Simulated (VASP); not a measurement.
# MgSe3 (P6/mmm) in VASP: a series of runs, part 2 of 4

VASP 6.6.1.

### 4 Single point, PBE

This run uses another cell than the first one, of 23.44 Å³/atom, 1.227 times its volume.

File INCAR:

```
SYSTEM = MgSe3
  PREC = Accurate
  ENCUT = 520
  EDIFF = 1E-7
  ISMEAR = 0
  SIGMA = 0.1
  LREAL = .False.
  LASPH = .True.
  NELM = 80
  ALGO = Normal
  ISIF = 2
  LWAVE = .False.
  LCHARG = .False.
  GGA = PE
  NBANDS = 18
```

File KPOINTS:

```
Automatic mesh
0
Gamma
  6 6 6
  0 0 0
```

File POSCAR:

```
MgSe3
1.0
    5.5069971606      0.0000000000      0.0000000000
   -2.7534985803      4.7691994396      0.0000000000
    0.0000000000      0.0000000000      3.5696864786
Mg Se
1 3
Direct
    0.0000000000      0.0000000000      0.0000000000
    0.5000000000      0.0000000000      0.5000000000
    0.0000000000      0.5000000000      0.5000000000
    0.5000000000      0.5000000000      0.5000000000
```

Potentials or basis: VASP PAW PBE potentials, release 64 (Mg, Se).

Launch:

```
cat potpaw_PBE.64/Mg/POTCAR potpaw_PBE.64/Se/POTCAR > POTCAR
mpirun -np 1 vasp_std > vasp.out
```

OUTCAR:

```text
SYSTEM = MgSe3
   PREC = Accurate
   ENCUT = 520
   EDIFF = 1E-7
   ISMEAR = 0
   LREAL = .False.
   LASPH = .True.
   NELM = 80
   ISIF = 2
   GGA = PE

 ion  position               nearest neighbor table
   1  0.000  0.000  0.000-
   2  0.500  0.000  0.500-   3 2.75   4 2.75   4 2.75   3 2.75
   3  0.000  0.500  0.500-   2 2.75   2 2.75   4 2.75   4 2.75
   4  0.500  0.500  0.500-   2 2.75   2 2.75   3 2.75   3 2.75

  LATTYP: Found a hexagonal cell.
 ALAT       =     5.5069971606
 C/A-ratio  =     0.6482092463

  Lattice vectors:

 A1 = (   5.5069971606,   0.0000000000,   0.0000000000)
 A2 = (  -2.7534985803,   4.7691994396,   0.0000000000)
 A3 = (   0.0000000000,   0.0000000000,   3.5696864786)

Analysis of symmetry for initial positions (statically):
=====================================================================
 Subroutine PRICEL returns:
 Original cell was already a primitive cell.

 Routine SETGRP: Setting up the symmetry group for a
 hexagonal supercell.

 Subroutine GETGRP returns: Found 24 space group operations
 (whereof 24 operations were pure point group operations)
 out of a pool of 24 trial point group operations.

The static configuration has the point symmetry D_6h.

Analysis of symmetry for dynamics (positions and initial velocities):
=====================================================================
 Subroutine PRICEL returns:
 Original cell was already a primitive cell.

 Routine SETGRP: Setting up the symmetry group for a
 hexagonal supercell.

 Subroutine GETGRP returns: Found 24 space group operations
 (whereof 24 operations were pure point group operations)
 out of a pool of 24 trial point group operations.

The dynamic configuration has the point symmetry D_6h.

 Subroutine INISYM returns: Found 24 space group operations
 (whereof 24 operations are pure point group operations),
 and found     1 'primitive' translations

----------------------------------------------------------------------------------------

                                     Primitive cell

  volume of cell :      93.7541

  direct lattice vectors                    reciprocal lattice vectors
     5.506997161  0.000000000  0.000000000     0.181587165  0.104839398  0.000000000
    -2.753498580  4.769199440  0.000000000     0.000000000  0.209678797  0.000000000
     0.000000000  0.000000000  3.569686479     0.000000000  0.000000000  0.280136647

  length of vectors
     5.506997161  5.506997161  3.569686479     0.209678797  0.209678797  0.280136647

  position of ions in fractional coordinates (direct lattice)
     0.000000000  0.000000000  0.000000000
     0.500000000  0.000000000  0.500000000
     0.000000000  0.500000000  0.500000000
     0.500000000  0.500000000  0.500000000

  ion indices of the primitive-cell ions
   primitive index   ion index
                 1           1
                 2           2
                 3           3
                 4           4

----------------------------------------------------------------------------------------

 KPOINTS: Automatic mesh

Automatic generation of k-mesh.
 Grid dimensions read from file:
 generate k-points for:    6    6    6

 Generating k-lattice:

  Cartesian coordinates                     Fractional coordinates (reciprocal lattice)
     0.030264527  0.017473233  0.000000000     0.166666667  0.000000000  0.000000000
     0.000000000  0.034946466  0.000000000     0.000000000  0.166666667  0.000000000
     0.000000000  0.000000000  0.046689441     0.000000000  0.000000000  0.166666667

  Length of vectors
     0.034946466  0.034946466  0.046689441

  Shift w.r.t. Gamma in fractional coordinates (k-lattice)
     0.000000000  0.000000000  0.000000000

 Subroutine IBZKPT returns following result:
 ===========================================

 Found     28 irreducible k-points:

 Following reciprocal coordinates:
            Coordinates               Weight
  0.000000  0.000000  0.000000      1.000000
  0.166667  0.000000  0.000000      6.000000
  0.333333  0.000000  0.000000      6.000000
  0.500000 -0.000000  0.000000      3.000000
  0.166667  0.166667  0.000000      6.000000
  0.333333  0.166667  0.000000     12.000000
[... 16 lines left out ...]
  0.166667  0.000000  0.500000      6.000000
  0.333333  0.000000  0.500000      6.000000
 [... further k-points ...]
   k-points           NKPTS =     28   k-points in BZ     NKDIM =     28   number of bands    NBANDS=     18
   number of dos      NEDOS =    301   number of ions     NIONS =      4
   total plane-waves  NPLWV =  49392
   dimension x,y,z NGX =    42 NGY =   42 NGZ =   28
   dimension x,y,z NGXF=    84 NGYF=   84 NGZF=   56
   ions per type =               1   3
   NGX,Y,Z   is equivalent  to a cutoff of  12.68, 12.68, 13.04 a.u.
   NGXF,Y,Z  is equivalent  to a cutoff of  25.36, 25.36, 26.08 a.u.
 SYSTEM =  MgSe3
   PREC   = accura    normal or accurate (medium, high low for compatibility)
   ISTART =      0    job   : 0-new  1-cont  2-samecut
   ICHARG =      2    charge: 1-file 2-atom 10-const
   ISPIN  =      1    spin polarized calculation?
   LNONCOLLINEAR =      F non collinear calculations
   LSORBIT =      F    spin-orbit coupling
   LASPH  =      T    aspherical Exc in radial PAW
   ENCUT  =  520.0 eV  38.22 Ry    6.18 a.u.  10.24 10.24  6.64*2*pi/ulx,y,z
   NELM   =     80;   NELMIN=  2; NELMDL= -5     # of ELM steps
   EDIFF  = 0.1E-06   stopping-criterion for ELM
   LREAL  =      F    real-space projection
   EDIFFG = 0.1E-05   stopping-criterion for IOM
   NSW    =      0    number of steps for IOM
   IBRION =     -1    ionic relax: 0-MD 1-quasi-New 2-CG
   NFREE  =      0    steps in history (QN), initial steepest desc. (CG)
   ISIF   =      2    stress and relaxation
   ISYM   =      2    0-nonsym 1-usesym 2-fastsym
   POTIM  = 0.5000    time-step for ionic-motion
   TEBEG  =    0.0;   TEEND  =   0.0 temperature during run
   PSTRESS=    0.0 pullay stress
   NELECT =      20.0000    total number of electrons
   NUPDOWN=      -1.0000    fix difference up-down
   EMIN   =  10.00;   EMAX   =-10.00  energy-range for DOS
   EFERMI =   0.00;   METHOD = LEGACY
   ISMEAR =     0;   SIGMA  =   0.10  broadening in eV -4-tet -1-fermi 0-gaus
   EFERMI_NEDOS =   21; number of points for ismear=-14 and -15
   IALGO  =     38    algorithm
   IMIX   =      4    mixing-type and parameters
     AMIX     =   0.40;   BMIX     =  1.00
     AMIX_MAG =   1.60;   BMIX_MAG =  1.00
  volume/ion in A,a.u.               =      23.44       158.17
  Fermi-wavevector in a.u.,A,eV,Ry     =   0.978186  1.848503 13.018700  0.956847
  Thomas-Fermi vector in A             =   2.108942
   LORBIT       =      0    0 simple, 1 ext, 2 COOP (PROOUT), +10 PAW based schemes
   GGA     = PE    functional components
   LHFCALC =     F    Hartree Fock is set to
   AEXX    =    0.0000 exact exchange contribution
   IVDW    =     0    specifies the selected vdW correction
   LEPSILON=     F    determine dielectric tensor
   LRPA    =     F    only Hartree local field effects (RPA)
 non-spin polarized calculation
 Gauss-broadening in eV      SIGMA  =   0.10
  energy-cutoff  :      520.00
  volume of cell :       93.75
 maximum number of plane-waves:      2552
 NGX is ok and might be reduce to    42
   NGX = 21   NGY = 21   NGZ = 13

 number of electron      20.0000000 magnetization

 Free energy of the ion-electron system (eV)
  ---------------------------------------------------
  ext. energy  EPLUGINS =         0.00000000
  ---------------------------------------------------
  free energy    TOTEN  =       -11.79246877 eV

  energy without entropy =      -11.77788123  energy(sigma->0) =      -11.78517500

 E-fermi :   3.8493     XC(G=0):  -9.3669

 val. band max:        3.7954487664   @ k =   0.1667   0.1667   0.3333
 cond. band min:       3.8518256323   @ k =   0.1667   0.1667   0.0000
 fundamental gap:      0.0563768659
 Fermi energy:         3.8492970824

 k-point     1 :       0.0000    0.0000    0.0000
  band No.  band energies     occupation
      1     -11.4707      2.00000
      2      -7.8976      2.00000
      3      -7.8976      2.00000
      4      -3.1430      2.00000
      5      -1.3594      2.00000
      6      -1.3594      2.00000
[... 10 lines left out ...]
     17      11.9324      0.00000
     18      11.9324      0.00000
[... 463 lines left out ...]
 k-point    24 :       0.3333    0.0000    0.5000
  band No.  band energies     occupation
      1     -10.4820      2.00000
      2      -8.6921      2.00000
      3      -7.5807      2.00000
      4      -1.6129      2.00000
      5      -1.3167      2.00000
      6       0.1156      2.00000
[... 10 lines left out ...]
     17      10.2877      0.00000
     18      11.7999      0.00000

 [... further k-points ...]
[... 5 lines left out ...]
  --------------------------------------------------------------------------------------
  -------------------------------------------------------------------------------------
  Total       -0.0125516     -0.0125516      0.1214542      0.0000000     -0.0000000     -0.0000000
  in kB       -0.2144962     -0.2144962      2.0755484      0.0000000     -0.0000000     -0.0000000
  external PRESSURE =       0.5488520 kB  Pullay stress =       0.0000000 kB

 VOLUME and BASIS-vectors are now :
 -----------------------------------------------------------------------------
  energy-cutoff  :      520.00
  volume of cell :       93.75
      direct lattice vectors                 reciprocal lattice vectors
     5.506997161  0.000000000  0.000000000     0.181587165  0.104839398  0.000000000
    -2.753498580  4.769199440  0.000000000     0.000000000  0.209678797  0.000000000
     0.000000000  0.000000000  3.569686479     0.000000000  0.000000000  0.280136647

 POSITION                                       TOTAL-FORCE (eV/Angst)
 -----------------------------------------------------------------------------------
      0.00000      0.00000      0.00000         0.000000      0.000000      0.000000
      2.75350      0.00000      1.78484        -0.000000      0.000000      0.000000
     -1.37675      2.38460      1.78484        -0.000000      0.000000      0.000000
      1.37675      2.38460      1.78484         0.000000      0.000000      0.000000
 -----------------------------------------------------------------------------------
    total drift:                                0.000000     -0.000000     -0.000000

  FREE ENERGIE OF THE ION-ELECTRON SYSTEM (eV)
  ---------------------------------------------------
  free  energy   TOTEN  =       -11.7924687663 eV

  energy  without entropy=      -11.7778812340  energy(sigma->0) =      -11.78517500
```

OSZICAR:

```text
N       E                     dE             d eps       ncg     rms          rms(c)
DAV:   1     0.908840721613E+02    0.90884E+02   -0.81192E+03  1008   0.922E+02
DAV:   2    -0.490326119820E+01   -0.95787E+02   -0.91430E+02  1376   0.151E+02
DAV:   3    -0.122391253503E+02   -0.73359E+01   -0.72545E+01  1184   0.451E+01
DAV:   4    -0.123051181090E+02   -0.65993E-01   -0.65955E-01  1222   0.496E+00
DAV:   5    -0.123055315603E+02   -0.41345E-03   -0.41343E-03  1142   0.405E-01    0.649E+00
DAV:   6    -0.118837006362E+02    0.42183E+00   -0.40555E-01  1134   0.234E+00    0.392E+00
DAV:   7    -0.117978746801E+02    0.85826E-01   -0.22491E-01  1154   0.167E+00    0.116E+00
DAV:   8    -0.117925727621E+02    0.53019E-02   -0.15570E-02  1118   0.597E-01    0.899E-02
DAV:   9    -0.117924850231E+02    0.87739E-04   -0.68809E-04  1152   0.136E-01    0.521E-02
DAV:  10    -0.117924695147E+02    0.15508E-04   -0.63566E-05  1202   0.438E-02    0.132E-02
DAV:  11    -0.117924691974E+02    0.31733E-06   -0.60803E-06  1134   0.143E-02    0.433E-03
DAV:  12    -0.117924687781E+02    0.41925E-06   -0.93273E-07  1170   0.473E-03    0.896E-04
DAV:  13    -0.117924687663E+02    0.11870E-07   -0.72048E-08   620   0.144E-03
   1 F= -.11792469E+02 E0= -.11785175E+02  d E =-.145875E-01
```

stdout:

```text
POSCAR found type information on POSCAR MgSe
 POSCAR found :  2 types and       4 ions
 scaLAPACK will be used
 LDA part: xc-table for (Slater+PW92), standard interpolation
 POSCAR, INCAR and KPOINTS ok, starting setup
 FFT: planning ... GRIDC
 FFT: planning ... GRID_SOFT
 FFT: planning ... GRID
 WAVECAR not read
 entering main loop
```

Wall time 29 s (1 thread of Intel Xeon Platinum 8559C (Emerald Rapids), shared host); peak memory 0.22 GiB.

What came out:

```
Free energy            : -11.7925 eV
Pressure               : 0.1 GPa
Band gap on the k mesh : zero (band 10 reaches 4.99 eV, above the bottom of band 11 at 2.26 eV)
```

Levels at points of the mesh, in eV from the Fermi level:
| k point | band 8 | band 9 | band 10 | band 11 | band 12 | band 13 |
| --- | --- | --- | --- | --- | --- | --- |
| (0.00, 0.00, 0.00) | -1.79 | 0.71 | 0.71 | 2.06 | 3.36 | 3.36 |
| (0.50, 0.00, 0.00) | -1.89 | -1.33 | -0.55 | 0.61 | 1.71 | 3.21 |
| (0.00, 0.00, 0.50) | -2.04 | -2.04 | 0.64 | 2.41 | 2.64 | 2.65 |
| (0.50, 0.00, 0.50) | -2.21 | -1.97 | -1.48 | -1.48 | 0.67 | 3.53 |

(Continued in part 3 of 4.)
